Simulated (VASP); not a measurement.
# Fe (Fm-3m) in VASP: single point with r2SCAN

Aim: the single point of Fe with r2SCAN.

Everything below comes from runs of VASP 6.6.1. Logs are shortened: lines on timing, memory, paths and dates and some standing lists are left out, and cuts for length are marked.

## Step 1: The cell of the first run

It takes space group Fm-3m (No. 225, cubic). Conventional cell: a = 3.475 Å, b = 3.475 Å, c = 3.475 Å, α = 90.00°, β = 90.00°, γ = 90.00°. Within 3.2 Å of Fe (site symmetry m-3m) lie 12 Fe at 2.46 Å.

This isn't the form of Fe at room conditions, which is bcc.

## Step 2: Single point, r2SCAN, collinear spin, antiferromagnetic start

File POSCAR:

```
Fe
1.0
    0.0000000000      1.7375000000      1.7375000000
    3.4750000000      0.0000000000      3.4750000000
    1.7375000000      1.7375000000      0.0000000000
Fe
2
Direct
    0.0000000000      0.0000000000      0.0000000000
    0.0000000000      0.5000000000      0.0000000000
```

File INCAR.step1:

```
SYSTEM = Fe
PREC = Accurate
ENCUT = 520
ISMEAR = -1
SIGMA = 0.1
LREAL = .False.
LASPH = .True.
NELM = 150
ISPIN = 2
MAGMOM = 4 -4
LMAXMIX = 4
NBANDS = 19
ISYM = 0
GGA = PE
ALGO = Normal
EDIFF = 1E-4
LWAVE = .True.
LCHARG = .False.
```

File INCAR.step2:

```
SYSTEM = Fe
PREC = Accurate
ENCUT = 520
EDIFF = 1E-6
ISMEAR = -1
SIGMA = 0.1
LREAL = .False.
LASPH = .True.
NELM = 150
ALGO = Normal
ISIF = 2
LWAVE = .False.
LCHARG = .False.
ISPIN = 2
MAGMOM = 4 -4
LORBIT = 11
LMAXMIX = 4
METAGGA = R2SCAN
LMIXTAU = .True.
NBANDS = 19
ISYM = 0
ISTART = 1
```

File KPOINTS:

```
Automatic mesh
0
Gamma
  11 6 11
  0 0 0
```

Potentials or basis: VASP PAW PBE potentials, release 64 (Fe).

Command:

```bash
$ cat potpaw_PBE.64/Fe/POTCAR > POTCAR
$ cp INCAR.step1 INCAR
$ mpirun -np 1 vasp_std > vasp.out
$ cp INCAR.step2 INCAR
$ mpirun -np 1 vasp_std > vasp.out
```

OUTCAR:

```text
SYSTEM = Fe
   PREC = Accurate
   ENCUT = 520
   EDIFF = 1E-6
   ISMEAR = -1
   LREAL = .False.
   LASPH = .True.
   NELM = 150
   ISIF = 2
   ISPIN = 2
   LORBIT = 11
   METAGGA = R2SCAN
   ISYM = 0
   ISTART = 1

 ion  position               nearest neighbor table
   1  0.000  0.000  0.000-   2 2.46   2 2.46   2 2.46   2 2.46   2 2.46   2 2.46
   2  0.000  0.500  0.000-   1 2.46   1 2.46   1 2.46   1 2.46   1 2.46   1 2.46

IMPORTANT INFORMATION: All symmetrisations will be switched off!
NOSYMM: (Re-)initialisation of all symmetry stuff for point group C_1.

----------------------------------------------------------------------------------------

                                     Primitive cell

  volume of cell :      20.9814

  direct lattice vectors                    reciprocal lattice vectors
     0.000000000  1.737500000  1.737500000    -0.287769784  0.287769784  0.287769784
     3.475000000  0.000000000  3.475000000     0.143884892 -0.143884892  0.143884892
     1.737500000  1.737500000  0.000000000     0.287769784  0.287769784 -0.287769784

  length of vectors
     2.457196065  4.914392129  2.457196065     0.498431887  0.249215944  0.498431887

  position of ions in fractional coordinates (direct lattice)
     0.000000000  0.000000000  0.000000000
     0.000000000  0.500000000  0.000000000

  ion indices of the primitive-cell ions
   primitive index   ion index
                 1           1
                 2           2

----------------------------------------------------------------------------------------

 KPOINTS: Automatic mesh

Automatic generation of k-mesh.
 Grid dimensions read from file:
 generate k-points for:   11    6   11

 Generating k-lattice:

  Cartesian coordinates                     Fractional coordinates (reciprocal lattice)
    -0.026160889  0.026160889  0.026160889     0.090909091  0.000000000  0.000000000
     0.023980815 -0.023980815  0.023980815     0.000000000  0.166666667  0.000000000
     0.026160889  0.026160889 -0.026160889     0.000000000  0.000000000  0.090909091

  Length of vectors
     0.045311990  0.041535991  0.045311990

  Shift w.r.t. Gamma in fractional coordinates (k-lattice)
     0.000000000  0.000000000  0.000000000

 -----------------------------------------------------------------------------
|                                                                             |
|           W    W    AA    RRRRR   N    N  II  N    N   GGGG   !!!           |
|           W    W   A  A   R    R  NN   N  II  NN   N  G    G  !!!           |
|           W    W  A    A  R    R  N N  N  II  N N  N  G       !!!           |
|           W WW W  AAAAAA  RRRRR   N  N N  II  N  N N  G  GGG   !            |
|           WW  WW  A    A  R   R   N   NN  II  N   NN  G    G                |
|           W    W  A    A  R    R  N    N  II  N    N   GGGG   !!!           |
|                                                                             |
|     Your reciprocal lattice and k-lattice belong to different lattice       |
|     classes:                                                                |
|                                                                             |
|        The reciprocal lattice is rhombohedral (trigonal),                   |
|        whereas your k-lattice is base-centered monoclinic.                  |
|                                                                             |
|     Results are often still useful ...                                      |
|                                                                             |
 -----------------------------------------------------------------------------

 WARNING: IBZKPT: internal override: KBLOWUP is changed to .FALSE.
      ... skipping the blow-up phase ...

 Subroutine IBZKPT returns following result:
 ===========================================

 Found    364 irreducible k-points:

 Following reciprocal coordinates:
            Coordinates               Weight
  0.000000  0.000000  0.000000      1.000000
  0.090909  0.000000  0.000000      2.000000
  0.181818  0.000000  0.000000      2.000000
  0.272727  0.000000  0.000000      2.000000
  0.363636  0.000000  0.000000      2.000000
  0.454545  0.000000  0.000000      2.000000
[... 16 lines left out ...]
  0.454545  0.333333  0.000000      2.000000
 -0.454545  0.333333  0.000000      2.000000
 [... further k-points ...]
   k-points           NKPTS =    364   k-points in BZ     NKDIM =    364   number of bands    NBANDS=     19
   number of dos      NEDOS =    301   number of ions     NIONS =      2
   total plane-waves  NPLWV =  12960
   dimension x,y,z NGX =    18 NGY =   40 NGZ =   18
   dimension x,y,z NGXF=    36 NGYF=   80 NGZF=   36
   ions per type =               2
   NGX,Y,Z   is equivalent  to a cutoff of  12.18, 13.53, 12.18 a.u.
   NGXF,Y,Z  is equivalent  to a cutoff of  24.36, 27.06, 24.36 a.u.
 SYSTEM =  Fe
   PREC   = accura    normal or accurate (medium, high low for compatibility)
   ISTART =      1    job   : 0-new  1-cont  2-samecut
   ICHARG =      0    charge: 1-file 2-atom 10-const
   ISPIN  =      2    spin polarized calculation?
   LNONCOLLINEAR =      F non collinear calculations
   LSORBIT =      F    spin-orbit coupling
   LASPH  =      T    aspherical Exc in radial PAW
   ENCUT  =  520.0 eV  38.22 Ry    6.18 a.u.   4.57  9.14  4.57*2*pi/ulx,y,z
   NELM   =    150;   NELMIN=  2; NELMDL=  0     # of ELM steps
   EDIFF  = 0.1E-05   stopping-criterion for ELM
   LREAL  =      F    real-space projection
   EDIFFG = 0.1E-04   stopping-criterion for IOM
   NSW    =      0    number of steps for IOM
   IBRION =     -1    ionic relax: 0-MD 1-quasi-New 2-CG
   NFREE  =      0    steps in history (QN), initial steepest desc. (CG)
   ISIF   =      2    stress and relaxation
   ISYM   =      0    0-nonsym 1-usesym 2-fastsym
   POTIM  = 0.5000    time-step for ionic-motion
   TEBEG  =    0.0;   TEEND  =   0.0 temperature during run
   PSTRESS=    0.0 pullay stress
   NELECT =      16.0000    total number of electrons
   NUPDOWN=      -1.0000    fix difference up-down
   EMIN   =  10.00;   EMAX   =-10.00  energy-range for DOS
   EFERMI =   0.00;   METHOD = LEGACY
   ISMEAR =    -1;   SIGMA  =   0.10  broadening in eV -4-tet -1-fermi 0-gaus
   EFERMI_NEDOS =   21; number of points for ismear=-14 and -15
   IALGO  =     38    algorithm
   IMIX   =      4    mixing-type and parameters
     AMIX     =   0.40;   BMIX     =  1.00
     AMIX_MAG =   1.60;   BMIX_MAG =  1.00
  volume/ion in A,a.u.               =      10.49        70.79
  Fermi-wavevector in a.u.,A,eV,Ry     =   1.495673  2.826412 30.436750  2.237038
  Thomas-Fermi vector in A             =   2.607788
   LORBIT       =     11    0 simple, 1 ext, 2 COOP (PROOUT), +10 PAW based schemes
   METAGGA = R2SCAN    functional components
   LHFCALC =     F    Hartree Fock is set to
   AEXX    =    0.0000 exact exchange contribution
   IVDW    =     0    specifies the selected vdW correction
   LEPSILON=     F    determine dielectric tensor
   LRPA    =     F    only Hartree local field effects (RPA)
 spin polarized calculation
  energy-cutoff  :      520.00
  volume of cell :       20.98
 maximum number of plane-waves:       581
   NGX =  9   NGY = 19   NGZ =  9

 number of electron      16.0000007 magnetization      -0.0020354

 number of electron      16.0000007 magnetization       0.0011083

 Free energy of the ion-electron system (eV)
  ---------------------------------------------------
  ext. energy  EPLUGINS =         0.00000000
  ---------------------------------------------------
  free energy    TOTEN  =       -27.80594623 eV

  energy without entropy =      -27.71839094  energy(sigma->0) =      -27.76216859

 E-fermi :   6.8982     XC(G=0): -14.8031

 val. band max:        6.8932905561   @ k =   0.4545   0.0000   0.1818
 cond. band min:       6.9006943641   @ k =  -0.2727  -0.1667   0.0909
 fundamental gap:      0.0074038080
 Fermi energy:         6.8981976834

 spin component 1

 k-point     1 :       0.0000    0.0000    0.0000
  band No.  band energies     occupation
      1      -2.7928      1.00000
      2       1.3335      1.00000
      3       3.8970      1.00000
      4       3.8973      1.00000
      5       4.6228      1.00000
      6       4.6240      1.00000
[... 11 lines left out ...]
     18      36.2314      0.00000
     19      36.3315      0.00000

 k-point     2 :       0.0909    0.0000    0.0000
  band No.  band energies     occupation
      1      -2.4341      1.00000
      2       1.5404      1.00000
      3       3.7652      1.00000
      4       4.0593      1.00000
      5       4.2180      1.00000
      6       4.6097      1.00000
[... 11 lines left out ...]
     18      33.3191      0.00000
     19      35.8449      0.00000

 k-point     3 :       0.1818    0.0000    0.0000
  band No.  band energies     occupation
      1      -1.4218      1.00000
      2       2.0052      1.00000
      3       3.2949      1.00000
      4       3.6165      1.00000
      5       4.4721      1.00000
      6       4.5815      1.00000
[... 434 lines left out ...]
      1       1.5430      1.00000
      2       1.9527      1.00000
      3       2.7879      1.00000
      4       4.2571      1.00000
      5       4.4068      1.00000
      6       4.7314      1.00000
[... 11 lines left out ...]
     18      29.1977      0.00000
     19      30.1601      0.00000

 k-point    24 :      -0.4545    0.3333    0.0000
  band No.  band energies     occupation
      1       1.4584      1.00000
      2       1.7401      1.00000
      3       2.9469      1.00000
      4       4.2263      1.00000
      5       4.3692      1.00000
      6       4.9588      1.00000
[... 11 lines left out ...]
     18      29.7949      0.00000
     19      30.1311      0.00000

 [... further k-points ...]

 spin component 2

 k-point     1 :       0.0000    0.0000    0.0000
  band No.  band energies     occupation
      1      -2.7928      1.00000
      2       1.3342      1.00000
      3       3.8980      1.00000
      4       3.8983      1.00000
      5       4.6235      1.00000
      6       4.6247      1.00000
[... 11 lines left out ...]
     18      36.2446      0.00000
     19      36.3486      0.00000

 k-point     2 :       0.0909    0.0000    0.0000
  band No.  band energies     occupation
      1      -2.4341      1.00000
      2       1.5411      1.00000
      3       3.7662      1.00000
      4       4.0603      1.00000
      5       4.2187      1.00000
      6       4.6104      1.00000
[... 11 lines left out ...]
     18      33.3193      0.00000
     19      35.8408      0.00000

 k-point     3 :       0.1818    0.0000    0.0000
  band No.  band energies     occupation
      1      -1.4217      1.00000
      2       2.0060      1.00000
      3       3.2956      1.00000
      4       3.6173      1.00000
      5       4.4729      1.00000
      6       4.5825      1.00000
[... 434 lines left out ...]
      1       1.5437      1.00000
      2       1.9532      1.00000
      3       2.7884      1.00000
      4       4.2577      1.00000
      5       4.4076      1.00000
      6       4.7318      1.00000
[... 11 lines left out ...]
     18      29.1979      0.00000
     19      30.1604      0.00000

 k-point    24 :      -0.4545    0.3333    0.0000
  band No.  band energies     occupation
      1       1.4590      1.00000
      2       1.7408      1.00000
      3       2.9474      1.00000
      4       4.2268      1.00000
      5       4.3700      1.00000
      6       4.9593      1.00000
[... 11 lines left out ...]
     18      29.7951      0.00000
     19      30.1314      0.00000

 [... further k-points ...]

------------------------ aborting loop because EDIFF is reached ----------------------------------------

  FORCE on cell =-STRESS in cart. coord.  units (eV):
  Direction    XX          YY          ZZ          XY          YZ          ZX
  --------------------------------------------------------------------------------------
  -------------------------------------------------------------------------------------
  Total        2.2787481      2.2499078      2.2785147     -0.6556122     -0.6558644      0.6495177
  in kB      174.0093039    171.8070039    173.9914821    -50.0637294    -50.0829864     49.5983391
  external PRESSURE =     173.2692633 kB  Pullay stress =       0.0000000 kB

 VOLUME and BASIS-vectors are now :
 -----------------------------------------------------------------------------
  energy-cutoff  :      520.00
  volume of cell :       20.98
      direct lattice vectors                 reciprocal lattice vectors
     0.000000000  1.737500000  1.737500000    -0.287769784  0.287769784  0.287769784
     3.475000000  0.000000000  3.475000000     0.143884892 -0.143884892  0.143884892
     1.737500000  1.737500000  0.000000000     0.287769784  0.287769784 -0.287769784

 POSITION                                       TOTAL-FORCE (eV/Angst)
 -----------------------------------------------------------------------------------
      0.00000      0.00000      0.00000         0.000000      0.000000     -0.000000
      1.73750      0.00000      1.73750        -0.000000     -0.000000      0.000000
 -----------------------------------------------------------------------------------
    total drift:                                0.000000     -0.000000     -0.000001

  FREE ENERGIE OF THE ION-ELECTRON SYSTEM (eV)
  ---------------------------------------------------
  free  energy   TOTEN  =       -27.8059462328 eV

  energy  without entropy=      -27.7183909399  energy(sigma->0) =      -27.76216859

 total charge

# of ion       s       p       d       tot
------------------------------------------
    1        0.542   0.663   6.250   7.455
    2        0.542   0.663   6.250   7.455
--------------------------------------------------
tot          1.085   1.326  12.500  14.911

 magnetization (x)

# of ion       s       p       d       tot
------------------------------------------
    1        0.013   0.021   2.213   2.247
    2       -0.013  -0.021  -2.212  -2.246
--------------------------------------------------
tot          0.000  -0.000   0.001   0.001
```

Wall time 15 min (1 thread of Intel Xeon 6975P-C (Granite Rapids), shared host); peak memory 0.31 GiB.

Results:

```yaml
Free_energy: -27.8059 eV
Pressure: 17.3 GPa
Band_gap_on_the_k_mesh: zero (filled and empty bands overlap)
Net_moment: 0.00 μB per cell
Site_moments: Fe +2.25, -2.25 μB
Valence_electrons_inside_the_program's_atomic_spheres: Fe 7.46
```

Stress tensor (GPa, compression positive):
```
17.40 -5.01  4.96
-5.01 17.18 -5.01
 4.96 -5.01 17.40
```

Levels at points of the mesh, in eV from the Fermi level:
Spin up:
```csv
k point,band 6,band 7,band 8,band 9,band 10,band 11
"(0.00, 0.00, 0.00)",-2.27,-1.92,-0.49,0.19,0.19,1.92
"(0.00, 0.50, 0.00)",-1.95,-1.95,-1.67,-0.12,-0.12,1.64
```
Spin down:
| k point | band 4 | band 5 | band 6 | band 7 | band 8 | band 9 | band 10 | band 11 | band 12 | band 13 |
| --- | --- | --- | --- | --- | --- | --- | --- | --- | --- | --- |
| (0.00, 0.00, 0.00) | -3.00 | -2.27 | -2.27 | -1.92 | -0.49 | 0.19 | 0.19 | 1.92 | 1.93 | 8.12 |
| (0.00, 0.50, 0.00) | -2.91 | -2.91 | -1.95 | -1.95 | -1.67 | -0.12 | -0.12 | 1.64 | 1.64 | 16.09 |

Caveat: the cell stands under pressure; the PAW data sets were made with another functional, which shifts forces and pressure a little.
